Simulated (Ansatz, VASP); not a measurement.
One calculation of Ti, two programs

```
Ti
1.0
     0.00000    2.00129    4.83654
     1.84840    0.00000    4.83654
     1.84840    2.00129    0.00000
Ti
2
Direct
  0.85055 0.85055 0.14945
  0.14945 0.14945 0.85055
```

Alike in both runs: functional PBEsol; k mesh 6 × 6 × 6; occupations gaussian, width 0.1 eV; no spin polarisation.

Ansatz relaxed the structure, and its values are those at the end. VASP's run is a single point on that final structure, the one shown.

|  | VASP | Ansatz |
| --- | --- | --- |
| version | VASP 6.6.1 | Ansatz 0.2.0 |
| potentials or method | VASP PAW PBE potentials, release 64 (Ti_sv), cutoff 520 eV | scalar-relativistic, plane waves, PAW |
| valence electrons in the cell | 24 | 24 |

|  | VASP | Ansatz | Ansatz less VASP |
| --- | --- | --- | --- |
| gap on the k mesh at the Fermi level (eV) | none | none | - |
| pressure (GPa) | -0.5 | -0.1 | +0.35 |
| rms of the force components (eV/Å) | 0.010 | 0.001 | -0.0087 |

VASP's potentials were made for PBE, not for PBEsol. A gap of «none» marks a metal or a gap that the smearing closes.

The k mesh is coarse, so the values compare programs but aren't converged.
